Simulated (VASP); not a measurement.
Input of a VASP 6.6.1 run:

File INCAR:

```
SYSTEM = RbBr
PREC = Accurate ; ENCUT = 520
EDIFF = 1E-6 ; ISMEAR = 0
SIGMA = 0.02 ; LREAL = .False.
LASPH = .True. ; NELM = 80
ALGO = Normal ; ISIF = 2
LWAVE = .False. ; LCHARG = .False.
GGA = PE ; NBANDS = 15
```

KPOINTS

```
regular mesh
0
Gamma
  6 6 6
  0 0 0
```

The input POSCAR:

```
RbBr
1.0
    4.1512876323      0.0000000000      0.1650430920
    0.0000000000      4.3795422285      0.0000000000
    0.1650430920      0.0000000000      4.1214148327
Rb Br
1 1
Direct
    0.0000000000      0.0363541420      0.0000000000
    0.5000000000      0.4636458580      0.5000000000
```

Potentials or basis: VASP PAW PBE potentials, release 64 (Rb_sv, Br).

Command:

```console
$ cat potpaw_PBE.64/Rb_sv/POTCAR potpaw_PBE.64/Br/POTCAR > POTCAR
$ mpirun -np 1 vasp_std > vasp.out
```

Problem. What does it give for the largest force?

Solution. 0.197 eV/Å.

Problem. Estimate the band gap on the k mesh.

Solution. 3.82 eV (least direct gap 3.91 eV).

Forces in eV/Å, atoms in the order of the input:
```
Rb   0.000 -0.197  0.000
Br   0.000  0.197  0.000
```

Caveat: the cell differs from its parent crystal (strained and its atoms moved). A k mesh can miss the band edges.
